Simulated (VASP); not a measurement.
Crystal: CuSi.

```
Si Cu
1.0
     2.79491    0.00000    0.00000
    -1.39746    2.42047    0.00000
     0.00000    0.00000    4.56410
Si Cu
1 1
Direct
  0.33333 0.66667 0.00000
  0.66667 0.33333 0.50000
```

| Quantity | Value |
| --- | --- |
| Program | VASP 6.6.1 |
| Task | relaxation of cell and atoms |
| Functional | PBE |
| Potentials or basis | VASP PAW PBE potentials, release 64 (Si, Cu) |
| Cutoff | 600 eV |
| k mesh | 6 × 6 × 4 |
| Occupations | gaussian, width 0.1 eV |
| Spin | no spin polarisation |

At the start: pressure -13.3 GPa; volume 15.44 Å³/atom.

Problem. Where does the relaxation end?

Solution. Over 3 steps the energy falls by 121.4 meV/atom and the volume is 13.00 Å³/atom (-15.8 %); space group P-6m2 (No. 187, to 0.05 Å).

The path:
| step | energy change (eV) | largest force (eV/Å) | pressure (GPa) | volume (Å³) |
| --- | --- | --- | --- | --- |
| 1 | 0.0000 | 0.0000 | -13.34 | 30.88 |
| 2 | -0.2383 | 0.0000 | 2.51 | 25.48 |
| 3 | -0.2428 | 0.0000 | 0.10 | 25.99 |

Final structure:
```
Si Cu
1.0
     2.64959    0.00000    0.00000
    -1.32479    2.29461    0.00000
     0.00000    0.00000    4.27537
Si Cu
1 1
Direct
  0.33333 0.66667 0.00000
  0.66667 0.33333 0.50000
```

Caveat: the k points lie up to 0.46 Å⁻¹ apart in the final cell; the volume moved by over 15 % at a fixed basis, so the end points are rough.
